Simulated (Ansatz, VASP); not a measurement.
Two plane-wave programs on ZrFeOs

```
CELL_PARAMETERS angstrom
3.83171 0.00000 0.00000
0.00000 3.83171 0.00000
0.00000 0.00000 6.59734
ATOMIC_POSITIONS crystal
Zr 0.50000 0.00000 0.35124
Zr 0.00000 0.50000 0.64876
Fe 0.50000 0.00000 0.75956
Fe 0.00000 0.50000 0.24044
Os 0.00000 0.00000 0.00000
Os 0.50000 0.50000 0.00000
```

Alike in both runs: functional PBE; k mesh 6 × 6 × 4; occupations gaussian, width 0.1 eV; collinear spin.

Ansatz relaxed the structure, and its values are those at the end. VASP's run is a single point on that final structure, the one shown.

|  | VASP | Ansatz |
| --- | --- | --- |
| version | VASP 6.6.1 | Ansatz 0.2.0 |
| potentials or method | VASP PAW PBE potentials, release 64 (Zr_sv, Fe, Os), cutoff 520 eV | scalar-relativistic, plane waves, PAW |
| valence electrons in the cell | 56 | 88 |

|  | VASP | Ansatz | Ansatz less VASP |
| --- | --- | --- | --- |
| gap on the k mesh at the Fermi level (eV) | none | none | - |
| pressure (GPa) | -0.1 | 0.1 | +0.23 |
| rms of the force components (eV/Å) | 0.013 | 0.005 | -0.0082 |
| net moment per atom (μB) | 0.19 | 0.19 | +0.002 |
| size of the moment on the site where the two differ most (μB) | 0.12 | 0.10 | -0.022 |

Site moments also hang on the region over which each program counts them. A gap of «none» marks a metal or a gap that the smearing closes. VASP's potentials hold 56 valence electrons a cell and Ansatz's 88, so a difference there can come from the potentials and not from the codes.

Neither program's run includes spin-orbit coupling.
